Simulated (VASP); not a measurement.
# SnO (P6_3mc) in VASP: single point with r2SCAN

Aim: the single point of SnO with r2SCAN.

All numbers are computed with VASP 6.6.1; they aren't measurements. Logs are shortened: lines on timing, memory, paths and dates and some standing lists are left out, and cuts for length are marked.

### 1 The cell of the first run

Symmetry: P6_3mc, No. 186, hexagonal system. The conventional cell has a = 3.298 Å, b = 3.298 Å, c = 9.216 Å, α = 90.00°, β = 90.00°, γ = 120.00°. Within 2.9 Å of Sn (site symmetry 3m) lie 3 O at 2.16 Å. O (site symmetry 3m) has 3 Sn at 2.16 Å within 2.9 Å.

### 2 Single point, r2SCAN

Contents of POSCAR:

```
SnO
1.0
    3.2981563295      0.0000000000      0.0000000000
   -1.6490781648      2.8562871670      0.0000000000
    0.0000000000      0.0000000000      9.2163704110
Sn O
2 2
Direct
    0.3333333333      0.6666666667     -0.0066374703
    0.6666666667      0.3333333333      0.4933625297
    0.3333333333      0.6666666667      0.3816374703
    0.6666666667      0.3333333333      0.8816374703
```

Contents of INCAR.step1:

```
SYSTEM = SnO
PREC = Accurate ; ENCUT = 520
ISMEAR = 0 ; SIGMA = 0.01
LREAL = .FALSE. ; LASPH = .TRUE.
NELM = 60 ; NBANDS = 28
GGA = PE ; ALGO = Normal
EDIFF = 1E-4 ; LWAVE = .TRUE.
LCHARG = .FALSE.
```

Contents of INCAR.step2:

```
SYSTEM = SnO
PREC = Accurate ; ENCUT = 520
EDIFF = 1E-6 ; ISMEAR = 0
SIGMA = 0.01 ; LREAL = .FALSE.
LASPH = .TRUE. ; NELM = 60
ALGO = Normal ; ISIF = 2
LWAVE = .FALSE. ; LCHARG = .FALSE.
METAGGA = R2SCAN ; LMIXTAU = .TRUE.
NBANDS = 28 ; ISTART = 1
```

Contents of KPOINTS:

```
Automatic mesh
0
G
  12 12 4
  0 0 0
```

Potentials or basis: VASP PAW PBE potentials, release 64 (Sn_d, O).

On the command line:

```sh
$ cat potpaw_PBE.64/Sn_d/POTCAR potpaw_PBE.64/O/POTCAR > POTCAR
$ cp INCAR.step1 INCAR
$ mpirun -np 1 vasp_std > vasp.out
$ cp INCAR.step2 INCAR
$ mpirun -np 1 vasp_std > vasp.out
```

OUTCAR:

```text
SYSTEM = SnO
   PREC = Accurate
   ENCUT = 520
   EDIFF = 1E-6
   ISMEAR = 0
   LREAL = .FALSE.
   LASPH = .TRUE.
   NELM = 60
   ISIF = 2
   METAGGA = R2SCAN
   ISTART = 1

 ion  position               nearest neighbor table
   1  0.333  0.667  0.993-   4 2.16   4 2.16   4 2.16
   2  0.667  0.333  0.493-   3 2.16   3 2.16   3 2.16
   3  0.333  0.667  0.382-   2 2.16   2 2.16   2 2.16
   4  0.667  0.333  0.882-   1 2.16   1 2.16   1 2.16

  LATTYP: Found a hexagonal cell.
 ALAT       =     3.2981563295
 C/A-ratio  =     2.7944007167

  Lattice vectors:

 A1 = (   3.2981563295,   0.0000000000,   0.0000000000)
 A2 = (  -1.6490781648,   2.8562871670,   0.0000000000)
 A3 = (   0.0000000000,   0.0000000000,   9.2163704110)

Analysis of symmetry for initial positions (statically):
=====================================================================
 Subroutine PRICEL returns:
 Original cell was already a primitive cell.

 Routine SETGRP: Setting up the symmetry group for a
 hexagonal supercell.

 Subroutine GETGRP returns: Found 12 space group operations
 (whereof  6 operations were pure point group operations)
 out of a pool of 24 trial point group operations.

The static configuration has the point symmetry C_3v.
 The point group associated with its full space group is C_6v.

Analysis of symmetry for dynamics (positions and initial velocities):
=====================================================================
 Subroutine PRICEL returns:
 Original cell was already a primitive cell.

 Routine SETGRP: Setting up the symmetry group for a
 hexagonal supercell.

 Subroutine GETGRP returns: Found 12 space group operations
 (whereof  6 operations were pure point group operations)
 out of a pool of 24 trial point group operations.

The dynamic configuration has the point symmetry C_3v.
 The point group associated with its full space group is C_6v.

 Subroutine INISYM returns: Found 12 space group operations
 (whereof  6 operations are pure point group operations),
 and found     1 'primitive' translations

----------------------------------------------------------------------------------------

                                     Primitive cell

  volume of cell :      86.8226

  direct lattice vectors                    reciprocal lattice vectors
[... 88 lines left out ...]
   LASPH  =      T    aspherical Exc in radial PAW
   ENCUT  =  520.0 eV  38.22 Ry    6.18 a.u.   6.13  6.13 17.14*2*pi/ulx,y,z
   NELM   =     60;   NELMIN=  2; NELMDL=  0     # of ELM steps
   EDIFF  = 0.1E-05   stopping-criterion for ELM
   LREAL  =      F    real-space projection
   EDIFFG = 0.1E-04   stopping-criterion for IOM
   NSW    =      0    number of steps for IOM
   IBRION =     -1    ionic relax: 0-MD 1-quasi-New 2-CG
   NFREE  =      0    steps in history (QN), initial steepest desc. (CG)
   ISIF   =      2    stress and relaxation
   ISYM   =      2    0-nonsym 1-usesym 2-fastsym
   POTIM  = 0.5000    time-step for ionic-motion
   TEBEG  =    0.0;   TEEND  =   0.0 temperature during run
   PSTRESS=    0.0 pullay stress
   NELECT =      40.0000    total number of electrons
   NUPDOWN=      -1.0000    fix difference up-down
   EMIN   =  10.00;   EMAX   =-10.00  energy-range for DOS
   EFERMI =   0.00;   METHOD = LEGACY
   ISMEAR =     0;   SIGMA  =   0.01  broadening in eV -4-tet -1-fermi 0-gaus
   EFERMI_NEDOS =   21; number of points for ismear=-14 and -15
   IALGO  =     38    algorithm
   IMIX   =      4    mixing-type and parameters
     AMIX     =   0.40;   BMIX     =  1.00
     AMIX_MAG =   1.60;   BMIX_MAG =  1.00
  volume/ion in A,a.u.               =      21.71       146.48
  Fermi-wavevector in a.u.,A,eV,Ry     =   1.264398  2.389366 21.751667  1.598702
  Thomas-Fermi vector in A             =   2.397705
   LORBIT       =      0    0 simple, 1 ext, 2 COOP (PROOUT), +10 PAW based schemes
   METAGGA = R2SCAN    functional components
   LHFCALC =     F    Hartree Fock is set to
   AEXX    =    0.0000 exact exchange contribution
   IVDW    =     0    specifies the selected vdW correction
   LEPSILON=     F    determine dielectric tensor
   LRPA    =     F    only Hartree local field effects (RPA)
 non-spin polarized calculation
 Gauss-broadening in eV      SIGMA  =   0.01
  energy-cutoff  :      520.00
  volume of cell :       86.82
 maximum number of plane-waves:      2376
 NGX is ok and might be reduce to    28
   NGX = 13   NGY = 13   NGZ = 35

 number of electron      39.9999994 magnetization

 Free energy of the ion-electron system (eV)
  ---------------------------------------------------
  ext. energy  EPLUGINS =         0.00000000
  ---------------------------------------------------
  free energy    TOTEN  =       -65.34983319 eV

  energy without entropy =      -65.34983319  energy(sigma->0) =      -65.34983319

 E-fermi :   3.8089     XC(G=0):  -9.5888

 val. band max:        3.7236240593   @ k =   0.3333   0.3333   0.0000
 cond. band min:       5.3235113652   @ k =   0.5000   0.0000   0.0000
 fundamental gap:      1.5998873058
 Fermi energy:         3.8089453177

 k-point     1 :       0.0000    0.0000    0.0000
  band No.  band energies     occupation
      1     -17.8595      2.00000
      2     -17.8595      2.00000
      3     -17.8594      2.00000
      4     -17.8594      2.00000
      5     -17.8575      2.00000
      6     -17.8515      2.00000
[... 733 lines left out ...]
     27      12.4093      0.00000
     28      13.3140      0.00000

 [... further k-points ...]

------------------------ aborting loop because EDIFF is reached ----------------------------------------

  FORCE on cell =-STRESS in cart. coord.  units (eV):
  Direction    XX          YY          ZZ          XY          YZ          ZX
  --------------------------------------------------------------------------------------
  -------------------------------------------------------------------------------------
  Total        0.3010944      0.3010944      0.1531557     -0.0000000      0.0000000      0.0000000
  in kB        5.5562307      5.5562307      2.8262515     -0.0000000      0.0000000      0.0000000
  external PRESSURE =       4.6462376 kB  Pullay stress =       0.0000000 kB

 VOLUME and BASIS-vectors are now :
 -----------------------------------------------------------------------------
  energy-cutoff  :      520.00
  volume of cell :       86.82
      direct lattice vectors                 reciprocal lattice vectors
     3.298156329  0.000000000  0.000000000     0.303199697  0.175052427  0.000000000
    -1.649078165  2.856287167  0.000000000     0.000000000  0.350104853  0.000000000
     0.000000000  0.000000000  9.216370411     0.000000000  0.000000000  0.108502583

 POSITION                                       TOTAL-FORCE (eV/Angst)
 -----------------------------------------------------------------------------------
     -0.00000      1.90419      9.15520         0.000000     -0.000000      0.110360
      1.64908      0.95210      4.54701        -0.000000      0.000000      0.110360
     -0.00000      1.90419      3.51731        -0.000000     -0.000000     -0.110360
      1.64908      0.95210      8.12550        -0.000000     -0.000000     -0.110360
 -----------------------------------------------------------------------------------
    total drift:                               -0.000000      0.000000     -0.002146

  FREE ENERGIE OF THE ION-ELECTRON SYSTEM (eV)
  ---------------------------------------------------
  free  energy   TOTEN  =       -65.3498331881 eV

  energy  without entropy=      -65.3498331881  energy(sigma->0) =      -65.34983319
```

OUTCAR.step1:

```text
SYSTEM = SnO
   PREC = Accurate
   ENCUT = 520
   ISMEAR = 0
   LREAL = .FALSE.
   LASPH = .TRUE.
   NELM = 60
[... 975 lines left out ...]
      1.64908      0.95210      4.54701        -0.000000      0.000000      0.510638
     -0.00000      1.90419      3.51731        -0.000000      0.000000     -0.510638
      1.64908      0.95210      8.12550         0.000000     -0.000000     -0.510638
 -----------------------------------------------------------------------------------
    total drift:                               -0.000000      0.000000      0.000145

  FREE ENERGIE OF THE ION-ELECTRON SYSTEM (eV)
  ---------------------------------------------------
  free  energy   TOTEN  =       -21.4186017314 eV

  energy  without entropy=      -21.4186017314  energy(sigma->0) =      -21.41860173
```

OSZICAR.step1:

```text
N       E                     dE             d eps       ncg     rms          rms(c)
DAV:   1     0.442339730153E+03    0.44234E+03   -0.20197E+04  3324   0.204E+03
DAV:   2     0.462660643761E+02   -0.39607E+03   -0.37957E+03  3376   0.538E+02
DAV:   3    -0.217376820624E+02   -0.68004E+02   -0.66850E+02  3680   0.188E+02
DAV:   4    -0.252841907286E+02   -0.35465E+01   -0.35302E+01  3756   0.470E+01
DAV:   5    -0.253663312268E+02   -0.82140E-01   -0.82131E-01  3452   0.771E+00    0.120E+01
DAV:   6    -0.216254392418E+02    0.37409E+01   -0.18717E+01  4820   0.500E+01    0.624E+00
DAV:   7    -0.214435324726E+02    0.18191E+00   -0.25866E+00  3480   0.103E+01    0.268E+00
DAV:   8    -0.214236204126E+02    0.19912E-01   -0.39863E-01  3636   0.394E+00    0.939E-01
DAV:   9    -0.214170419678E+02    0.65784E-02   -0.41293E-02  4888   0.208E+00    0.318E-01
DAV:  10    -0.214195436284E+02   -0.25017E-02   -0.11879E-02  4028   0.106E+00    0.231E-01
DAV:  11    -0.214185488114E+02    0.99482E-03   -0.47445E-03  4856   0.664E-01    0.355E-02
DAV:  12    -0.214186017314E+02   -0.52920E-04   -0.60765E-04  3148   0.162E-01
   1 F= -.21418602E+02 E0= -.21418602E+02  d E =-.121881E-20
```

Wall time 8.7 min (1 thread of Intel Xeon 8259CL, shared host); peak memory 0.31 GiB.

What came out:

| Property | Result |
| --- | --- |
| Free energy | -65.3498 eV |
| Pressure | 0.5 GPa |
| Largest force | 0.110 eV/Å |
| Band gap on the k mesh | 1.60 eV (least direct gap 1.87 eV) |

Forces on the atoms (eV/Å):
```
Sn   0.000  0.000  0.110
Sn   0.000  0.000  0.110
O    0.000  0.000 -0.110
O    0.000  0.000 -0.110
```

Stress tensor (GPa, compression positive):
```
0.56 0.00 0.00
0.00 0.56 0.00
0.00 0.00 0.28
```

Levels at points of the mesh, in eV from the valence-band top:
```
           k point  band 16  band 17  band 18  band 19  band 20  band 21  band 22  band 23  band 24  band 25
(0.00, 0.00, 0.00)    -2.89    -2.87    -2.87    -2.31    -1.11     1.65     3.05     7.96     9.15     9.15
(0.50, 0.00, 0.00)    -3.84    -3.71    -3.68    -0.80    -0.27     1.60     1.79     5.88     6.68     7.82
(0.00, 0.00, 0.50)    -2.88    -2.88    -2.88    -1.76    -1.76     2.36     2.36     9.19     9.19     9.19
(0.50, 0.00, 0.50)    -3.98    -3.70    -3.70    -0.59    -0.59     1.77     1.77     6.21     6.21     7.95
```

Caveat: the PAW data sets were made with another functional, which shifts forces and pressure a little; spin-orbit coupling is left out, which moves the levels of the heavy elements. A k mesh can miss the band edges.
